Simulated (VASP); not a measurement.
# ZnO (P6_3mc) in VASP: further runs

ZnO is run at these levels: r2SCAN; tasks: single point.

Everything below comes from runs of VASP 6.6.1. Logs are shortened: lines on timing, memory, paths and dates and some standing lists are left out, and cuts for length are marked.

### 1 The cell of the first run

Symmetry: P6_3mc, No. 186, hexagonal system. The conventional cell has a = 3.219 Å, b = 3.219 Å, c = 5.238 Å, α = 90.00°, β = 90.00°, γ = 120.00°. Zn (site symmetry 3m) has 4 O at 1.97 Å within 2.6 Å. O (site symmetry 3m) has 4 Zn at 1.97 Å within 2.6 Å.

### 2 Single point, r2SCAN (film at in-plane strain -0.005)

POSCAR reads:

```
ZnO
1.0
    3.2190194794      0.0000000000      0.0000000000
   -1.6095097397      2.7877526444      0.0000000000
    0.0000000000      0.0000000000      5.2377469366
Zn O
2 2
Direct
    0.3333333333      0.6666666667      0.5009965964
    0.6666666667      0.3333333333      0.0009965964
    0.6666666667      0.3333333333      0.3780134036
    0.3333333333      0.6666666667      0.8780134036
```

INCAR.step1 reads:

```
SYSTEM = ZnO
PREC = Accurate
ENCUT = 1480
ISMEAR = 0
SIGMA = 0.01
LREAL = .FALSE.
LASPH = .TRUE.
NELM = 120
NBANDS = 26
GGA = PE
ALGO = Normal
EDIFF = 1E-5
LWAVE = .TRUE.
LCHARG = .FALSE.
GGA_COMPAT = .FALSE.
```

INCAR.step2 reads:

```
SYSTEM = ZnO
PREC = Accurate
ENCUT = 1480
EDIFF = 1E-6
ISMEAR = 0
SIGMA = 0.01
LREAL = .FALSE.
LASPH = .TRUE.
NELM = 120
ALGO = Normal
ISIF = 2
LWAVE = .FALSE.
LCHARG = .TRUE.
METAGGA = R2SCAN
LMIXTAU = .TRUE.
LELF = .TRUE.
LVHAR = .TRUE.
NBANDS = 26
ISTART = 1
GGA_COMPAT = .FALSE.
```

KPOINTS reads:

```
Automatic mesh
0
G
  8 8 4
  0 0 0
```

Potentials or basis: VASP PAW PBE potentials, release 64 (Zn, O_h).

On the command line:

```bash
$ cat potpaw_PBE.64/Zn/POTCAR potpaw_PBE.64/O_h/POTCAR > POTCAR
$ cp INCAR.step1 INCAR
$ mpirun -np 1 vasp_std > vasp.out
$ cp INCAR.step2 INCAR
$ mpirun -np 1 vasp_std > vasp.out
```

OUTCAR:

```text
SYSTEM = ZnO
   PREC = Accurate
   ENCUT = 1480
   EDIFF = 1E-6
   ISMEAR = 0
   LREAL = .FALSE.
   LASPH = .TRUE.
   NELM = 120
   ISIF = 2
   METAGGA = R2SCAN
   ISTART = 1

 ion  position               nearest neighbor table
   1  0.333  0.667  0.501-   3 1.97   3 1.97   3 1.97   4 1.97
   2  0.667  0.333  0.001-   4 1.97   4 1.97   4 1.97   3 1.97
   3  0.667  0.333  0.378-   1 1.97   1 1.97   1 1.97   2 1.97
   4  0.333  0.667  0.878-   2 1.97   2 1.97   2 1.97   1 1.97

  LATTYP: Found a hexagonal cell.
 ALAT       =     3.2190194794
 C/A-ratio  =     1.6271249584

  Lattice vectors:

 A1 = (   3.2190194794,   0.0000000000,   0.0000000000)
 A2 = (  -1.6095097397,   2.7877526444,   0.0000000000)
 A3 = (   0.0000000000,   0.0000000000,   5.2377469366)

Analysis of symmetry for initial positions (statically):
=====================================================================
 Subroutine PRICEL returns:
 Original cell was already a primitive cell.

 Routine SETGRP: Setting up the symmetry group for a
 hexagonal supercell.

 Subroutine GETGRP returns: Found 12 space group operations
 (whereof  6 operations were pure point group operations)
 out of a pool of 24 trial point group operations.

The static configuration has the point symmetry C_3v.
 The point group associated with its full space group is C_6v.

Analysis of symmetry for dynamics (positions and initial velocities):
=====================================================================
 Subroutine PRICEL returns:
 Original cell was already a primitive cell.

 Routine SETGRP: Setting up the symmetry group for a
 hexagonal supercell.

 Subroutine GETGRP returns: Found 12 space group operations
 (whereof  6 operations were pure point group operations)
 out of a pool of 24 trial point group operations.

The dynamic configuration has the point symmetry C_3v.
 The point group associated with its full space group is C_6v.

 Subroutine INISYM returns: Found 12 space group operations
 (whereof  6 operations are pure point group operations),
 and found     1 'primitive' translations

----------------------------------------------------------------------------------------

                                     Primitive cell

  volume of cell :      47.0027

  direct lattice vectors                    reciprocal lattice vectors
     3.219019479  0.000000000  0.000000000     0.310653603  0.179355941  0.000000000
    -1.609509740  2.787752644  0.000000000     0.000000000  0.358711883  0.000000000
     0.000000000  0.000000000  5.237746937     0.000000000  0.000000000  0.190921786

  length of vectors
     3.219019479  3.219019479  5.237746937     0.358711883  0.358711883  0.190921786

  position of ions in fractional coordinates (direct lattice)
     0.333333333  0.666666667  0.500996596
     0.666666667  0.333333333  0.000996596
     0.666666667  0.333333333  0.378013404
     0.333333333  0.666666667  0.878013404

  ion indices of the primitive-cell ions
   primitive index   ion index
                 1           1
                 2           2
                 3           3
                 4           4

----------------------------------------------------------------------------------------

 KPOINTS: Automatic mesh

Automatic generation of k-mesh.
 Grid dimensions read from file:
 generate k-points for:    8    8    4

 Generating k-lattice:

  Cartesian coordinates                     Fractional coordinates (reciprocal lattice)
     0.038831700  0.022419493  0.000000000     0.125000000  0.000000000  0.000000000
     0.000000000  0.044838985  0.000000000     0.000000000  0.125000000  0.000000000
     0.000000000  0.000000000  0.047730447     0.000000000  0.000000000  0.250000000

  Length of vectors
     0.044838985  0.044838985  0.047730447

  Shift w.r.t. Gamma in fractional coordinates (k-lattice)
     0.000000000  0.000000000  0.000000000

 Subroutine IBZKPT returns following result:
 ===========================================

 Found     30 irreducible k-points:

 Following reciprocal coordinates:
            Coordinates               Weight
  0.000000  0.000000  0.000000      1.000000
  0.125000  0.000000  0.000000      6.000000
  0.250000  0.000000  0.000000      6.000000
  0.375000  0.000000  0.000000      6.000000
  0.500000  0.000000  0.000000      3.000000
  0.125000  0.125000  0.000000      6.000000
[... 16 lines left out ...]
  0.250000  0.000000  0.500000      6.000000
  0.375000  0.000000  0.500000      6.000000
 [... further k-points ...]
   k-points           NKPTS =     30   k-points in BZ     NKDIM =     30   number of bands    NBANDS=     26
   number of dos      NEDOS =    301   number of ions     NIONS =      4
   total plane-waves  NPLWV = 112000
   dimension x,y,z NGX =    40 NGY =   40 NGZ =   70
   dimension x,y,z NGXF=    80 NGYF=   80 NGZF=  140
   ions per type =               2   2
   NGX,Y,Z   is equivalent  to a cutoff of  20.66, 20.66, 22.22 a.u.
   NGXF,Y,Z  is equivalent  to a cutoff of  41.32, 41.32, 44.44 a.u.
 SYSTEM =  ZnO
   PREC   = accura    normal or accurate (medium, high low for compatibility)
   ISTART =      1    job   : 0-new  1-cont  2-samecut
   ICHARG =      0    charge: 1-file 2-atom 10-const
   ISPIN  =      1    spin polarized calculation?
   LNONCOLLINEAR =      F non collinear calculations
   LSORBIT =      F    spin-orbit coupling
   LASPH  =      T    aspherical Exc in radial PAW
   ENCUT  = 1480.0 eV 108.78 Ry   10.43 a.u.  10.10 10.10 16.43*2*pi/ulx,y,z
   NELM   =    120;   NELMIN=  2; NELMDL=  0     # of ELM steps
   EDIFF  = 0.1E-05   stopping-criterion for ELM
   LREAL  =      F    real-space projection
[... 7 lines left out ...]
   TEBEG  =    0.0;   TEEND  =   0.0 temperature during run
   PSTRESS=    0.0 pullay stress
   NELECT =      36.0000    total number of electrons
   NUPDOWN=      -1.0000    fix difference up-down
   EMIN   =  10.00;   EMAX   =-10.00  energy-range for DOS
   EFERMI =   0.00;   METHOD = LEGACY
   ISMEAR =     0;   SIGMA  =   0.01  broadening in eV -4-tet -1-fermi 0-gaus
   EFERMI_NEDOS =   21; number of points for ismear=-14 and -15
   IALGO  =     38    algorithm
   IMIX   =      4    mixing-type and parameters
     AMIX     =   0.40;   BMIX     =  1.00
     AMIX_MAG =   1.60;   BMIX_MAG =  1.00
  volume/ion in A,a.u.               =      11.75        79.30
  Fermi-wavevector in a.u.,A,eV,Ry     =   1.497850  2.830525 30.525398  2.243553
  Thomas-Fermi vector in A             =   2.609684
   LORBIT       =      0    0 simple, 1 ext, 2 COOP (PROOUT), +10 PAW based schemes
   METAGGA = R2SCAN    functional components
   LHFCALC =     F    Hartree Fock is set to
   AEXX    =    0.0000 exact exchange contribution
   IVDW    =     0    specifies the selected vdW correction
   LEPSILON=     F    determine dielectric tensor
   LRPA    =     F    only Hartree local field effects (RPA)
 non-spin polarized calculation
 Gauss-broadening in eV      SIGMA  =   0.01
  energy-cutoff  :     1480.00
  volume of cell :       47.00
 maximum number of plane-waves:      6104
   NGX = 21   NGY = 21   NGZ = 33

 number of electron      35.9999999 magnetization

 Free energy of the ion-electron system (eV)
  ---------------------------------------------------
  ext. energy  EPLUGINS =         0.00000000
  ---------------------------------------------------
  free energy    TOTEN  =       -36.34469807 eV

  energy without entropy =      -36.34469807  energy(sigma->0) =      -36.34469807

 E-fermi :   1.3746     XC(G=0): -11.7389

 val. band max:        1.2934696517   @ k =   0.0000   0.0000   0.0000
 cond. band min:       2.5251666137   @ k =   0.0000   0.0000   0.0000
 fundamental gap:      1.2316969619
 Fermi energy:         1.3745545932

 k-point     1 :       0.0000    0.0000    0.0000
  band No.  band energies     occupation
      1     -17.8967      2.00000
      2     -17.2070      2.00000
      3      -4.5860      2.00000
      4      -4.5860      2.00000
      5      -4.5670      2.00000
      6      -4.5418      2.00000
[... 18 lines left out ...]
     25      16.5362      0.00000
     26      16.5362      0.00000

 k-point     2 :       0.1250    0.0000    0.0000
  band No.  band energies     occupation
      1     -17.8130      2.00000
      2     -17.1690      2.00000
      3      -4.6804      2.00000
      4      -4.5358      2.00000
      5      -4.5150      2.00000
      6      -4.4364      2.00000
[... 18 lines left out ...]
     25      16.3234      0.00000
     26      16.6914      0.00000

 k-point     3 :       0.2500    0.0000    0.0000
  band No.  band energies     occupation
      1     -17.5978      2.00000
      2     -17.0834      2.00000
      3      -4.8423      2.00000
      4      -4.4987      2.00000
      5      -4.4260      2.00000
      6      -4.3112      2.00000
[... 18 lines left out ...]
     25      15.6365      0.00000
     26      16.4751      0.00000

 k-point     4 :       0.3750    0.0000    0.0000
  band No.  band energies     occupation
      1     -17.3510      2.00000
      2     -17.0193      2.00000
      3      -4.8837      2.00000
      4      -4.5499      2.00000
      5      -4.3416      2.00000
      6      -4.0829      2.00000
[... 18 lines left out ...]
     25      15.4735      0.00000
     26      16.4900      0.00000
[... 496 lines left out ...]
      1     -17.4975      2.00000
      2     -17.4975      2.00000
      3      -4.8454      2.00000
      4      -4.8454      2.00000
      5      -4.4549      2.00000
      6      -4.4549      2.00000
[... 18 lines left out ...]
     25      15.5983      0.00000
     26      15.5983      0.00000

 k-point    23 :       0.2500    0.0000    0.5000
  band No.  band energies     occupation
      1     -17.3414      2.00000
      2     -17.3414      2.00000
      3      -4.9305      2.00000
      4      -4.9305      2.00000
      5      -4.3093      2.00000
      6      -4.3093      2.00000
[... 18 lines left out ...]
     25      15.8285      0.00000
     26      15.8285      0.00000

 k-point    24 :       0.3750    0.0000    0.5000
  band No.  band energies     occupation
      1     -17.1801      2.00000
      2     -17.1801      2.00000
      3      -4.9782      2.00000
      4      -4.9782      2.00000
      5      -4.1321      2.00000
      6      -4.1321      2.00000
[... 18 lines left out ...]
     25      15.9293      0.00000
     26      15.9293      0.00000

 [... further k-points ...]
[... 5 lines left out ...]
  --------------------------------------------------------------------------------------
  -------------------------------------------------------------------------------------
  Total        0.6228494      0.6228494      0.2919970      0.0000000      0.0000000      0.0000000
  in kB       21.2310392     21.2310392      9.9532891      0.0000000      0.0000000      0.0000000
  external PRESSURE =      17.4717892 kB  Pullay stress =       0.0000000 kB

 VOLUME and BASIS-vectors are now :
 -----------------------------------------------------------------------------
  energy-cutoff  :     1480.00
  volume of cell :       47.00
      direct lattice vectors                 reciprocal lattice vectors
     3.219019479  0.000000000  0.000000000     0.310653603  0.179355941  0.000000000
    -1.609509740  2.787752644  0.000000000     0.000000000  0.358711883  0.000000000
     0.000000000  0.000000000  5.237746937     0.000000000  0.000000000  0.190921786

 POSITION                                       TOTAL-FORCE (eV/Angst)
 -----------------------------------------------------------------------------------
     -0.00000      1.85850      2.62409        -0.000000      0.000000      0.001386
      1.60951      0.92925      0.00522        -0.000000     -0.000000      0.001386
      1.60951      0.92925      1.97994         0.000000      0.000000     -0.001386
     -0.00000      1.85850      4.59881         0.000000     -0.000000     -0.001386
 -----------------------------------------------------------------------------------
    total drift:                                0.000000      0.000000     -0.009761

  FREE ENERGIE OF THE ION-ELECTRON SYSTEM (eV)
  ---------------------------------------------------
  free  energy   TOTEN  =       -36.3446980662 eV

  energy  without entropy=      -36.3446980662  energy(sigma->0) =      -36.34469807
```

It took 7.6 min on 1 thread of Intel Xeon Platinum 8488C (Sapphire Rapids), shared host; peak memory 0.46 GiB.

What came out:

- Free energy: -36.3447 eV
- Pressure: 1.7 GPa
- Band gap on the k mesh: 1.23 eV

Stress tensor (GPa, compression positive):
```
2.12 0.00 0.00
0.00 2.12 0.00
0.00 0.00 1.00
```

Levels at points of the mesh, in eV from the valence-band top:
```csv
k point,band 15,band 16,band 17,band 18,band 19,band 20,band 21,band 22
"(0.00, 0.00, 0.00)",-0.82,-0.10,0.00,0.00,1.23,5.94,8.76,13.86
"(0.50, 0.00, 0.00)",-2.90,-2.33,-1.34,-0.86,6.46,7.38,8.01,9.42
"(0.00, 0.00, 0.50)",-0.41,-0.41,-0.41,-0.41,3.94,3.94,10.80,10.80
"(0.50, 0.00, 0.50)",-1.55,-1.55,-1.46,-1.46,6.24,6.24,9.22,9.22
```

Caveat: the cell differs from its parent crystal (film at in-plane strain -0.005); the PAW data sets were made with another functional, which shifts forces and pressure a little.

### 3 Single point, r2SCAN (in-plane strain -0.01, then relaxed in part)

POSCAR reads:

```
ZnO
1.0
    3.2028435021      0.0000000000      0.0000000000
   -1.6014217510      2.7737438371      0.0000000000
    0.0000000000      0.0000000000      5.2639051268
Zn O
2 2
Direct
    0.3333333333      0.6666666667      0.5022936559
    0.6666666667      0.3333333333      0.0022936559
    0.6666666667      0.3333333333      0.3767163441
    0.3333333333      0.6666666667      0.8767163441
```

INCAR.step1 reads:

```
SYSTEM = ZnO
ALGO = Normal
EDIFF = 1E-5
ENCUT = 1480
GGA = PE
GGA_COMPAT = .FALSE.
ISMEAR = 0
LASPH = .TRUE.
LCHARG = .FALSE.
LREAL = .FALSE.
LWAVE = .TRUE.
NBANDS = 26
NELM = 120
PREC = Accurate
SIGMA = 0.01
```

INCAR.step2 reads:

```
SYSTEM = ZnO
ALGO = Normal
EDIFF = 1E-6
ENCUT = 1480
GGA_COMPAT = .FALSE.
ISIF = 2
ISMEAR = 0
ISTART = 1
LASPH = .TRUE.
LCHARG = .TRUE.
LELF = .TRUE.
LMIXTAU = .TRUE.
LREAL = .FALSE.
LVHAR = .TRUE.
LWAVE = .FALSE.
METAGGA = R2SCAN
NBANDS = 26
NELM = 120
PREC = Accurate
SIGMA = 0.01
```

KPOINTS reads:

```
k-points
0
G
  8 8 4
  0 0 0
```

Potentials or basis: VASP PAW PBE potentials, release 64 (Zn, O_h).

On the command line:

```bash
$ cat potpaw_PBE.64/Zn/POTCAR potpaw_PBE.64/O_h/POTCAR > POTCAR
$ cp INCAR.step1 INCAR
$ mpirun -np 1 vasp_std > vasp.out
$ cp INCAR.step2 INCAR
$ mpirun -np 1 vasp_std > vasp.out
```

It took 6.6 min on 1 thread of Intel Xeon 6975P-C (Granite Rapids), shared host; peak memory 0.45 GiB.

It converged, with:

| Property | Result |
| --- | --- |
| Free energy | -36.3382 eV |
| Pressure | 2.5 GPa |
| Largest force | 0.004 eV/Å |
| Band gap on the k mesh | 1.23 eV |

Forces on the atoms (eV/Å):
```
Zn   0.000  0.000  0.004
Zn   0.000  0.000  0.004
O    0.000  0.000 -0.004
O    0.000  0.000 -0.004
```

Stress tensor (GPa, compression positive):
```
3.29 0.00 0.00
0.00 3.29 0.00
0.00 0.00 1.03
```

Levels at points of the mesh, in eV from the valence-band top:
| k point | band 15 | band 16 | band 17 | band 18 | band 19 | band 20 | band 21 | band 22 |
| --- | --- | --- | --- | --- | --- | --- | --- | --- |
| (0.00, 0.00, 0.00) | -0.82 | -0.11 | 0.00 | 0.00 | 1.23 | 6.00 | 8.69 | 13.99 |
| (0.50, 0.00, 0.00) | -2.92 | -2.33 | -1.38 | -0.84 | 6.48 | 7.40 | 7.93 | 9.51 |
| (0.00, 0.00, 0.50) | -0.41 | -0.41 | -0.41 | -0.41 | 3.93 | 3.93 | 10.76 | 10.76 |
| (0.50, 0.00, 0.50) | -1.54 | -1.54 | -1.52 | -1.52 | 6.23 | 6.23 | 9.25 | 9.25 |

Caveat: the cell differs from its parent crystal (in-plane strain -0.01, then relaxed in part); the PAW data sets were made with another functional, which shifts forces and pressure a little.

### 4 Single point, r2SCAN

This run uses another cell than the first one, of 11.81 Å³/atom.

POSCAR reads:

```
ZnO
1.0
    3.2351954566      0.0000000000      0.0000000000
   -1.6175977283      2.8017614516      0.0000000000
    0.0000000000      0.0000000000      5.2114259597
Zn O
2 2
Direct
    0.3333333333      0.6666666667      0.4996928418
    0.6666666667      0.3333333333     -0.0003071582
    0.6666666667      0.3333333333      0.3793171582
    0.3333333333      0.6666666667      0.8793171582
```

INCAR.step1 reads:

```
  PREC = Accurate
  ENCUT = 1480
  ISMEAR = 0
  SIGMA = 0.01
  LREAL = F
  LASPH = T
  NELM = 120
  NBANDS = 26
  GGA = PE
  ALGO = Normal
  EDIFF = 1E-5
  LWAVE = T
  LCHARG = F
  GGA_COMPAT = F
```

INCAR.step2 reads:

```
  PREC = Accurate
  ENCUT = 1480
  EDIFF = 1E-6
  ISMEAR = 0
  SIGMA = 0.01
  LREAL = F
  LASPH = T
  NELM = 120
  ALGO = Normal
  ISIF = 2
  LWAVE = F
  LCHARG = F
  METAGGA = R2SCAN
  LMIXTAU = T
  NBANDS = 26
  ISTART = 1
  GGA_COMPAT = F
```

KPOINTS reads:

```
regular mesh
0
Gamma
  8 8 4
```

On the command line:

```bash
$ cat potpaw_PBE.64/Zn/POTCAR potpaw_PBE.64/O_h/POTCAR > POTCAR
$ cp INCAR.step1 INCAR
$ mpirun -np 1 vasp_std > vasp.out
$ cp INCAR.step2 INCAR
$ mpirun -np 1 vasp_std > vasp.out
```

It took 8.4 min on 1 thread of AMD EPYC 9R45 (Zen 5), shared host; peak memory 0.45 GiB.

Results (log left out):

```
Free energy            : -36.3477 eV
Pressure               : 1.0 GPa
Band gap on the k mesh : 1.24 eV
```

Levels at points of the mesh, in eV from the valence-band top:
```csv
k point,band 15,band 16,band 17,band 18,band 19,band 20,band 21,band 22
"(0.00, 0.00, 0.00)",-0.82,-0.09,0.00,0.00,1.24,5.88,8.83,13.74
"(0.50, 0.00, 0.00)",-2.87,-2.33,-1.31,-0.87,6.44,7.36,8.09,9.33
"(0.00, 0.00, 0.50)",-0.40,-0.40,-0.40,-0.40,3.94,3.94,10.83,10.83
"(0.50, 0.00, 0.50)",-1.55,-1.55,-1.41,-1.41,6.26,6.26,9.18,9.18
```

Caveat: the PAW data sets were made with another functional, which shifts forces and pressure a little.

### 5 The runs side by side

| cell | gap on the mesh (eV) | pressure (GPa) |
| --- | --- | --- |
| a = 3.219, b = 3.219, c = 5.238 Å, angles 90.0, 90.0, 120.0°, 4 atoms, atomic positions A | 1.23 | 1.7 |
| a = 3.203, b = 3.203, c = 5.264 Å, angles 90.0, 90.0, 120.0°, 4 atoms, atomic positions B | 1.23 | 2.5 |
| a = 3.235, b = 3.235, c = 5.211 Å, angles 90.0, 90.0, 120.0°, 4 atoms, atomic positions C | 1.24 | 1.0 |

Alike in all rows: task single point; level r2SCAN; potentials or basis VASP PAW PBE potentials, release 64 (Zn, O_h); no spin polarisation; k mesh 8 × 8 × 4; cutoff (eV) 1480; smearing gaussian 0.01 eV.

Caveats: the PAW data sets were made with another functional, which shifts forces and pressure a little.

Absolute energies hang on the potentials; compare differences alone.
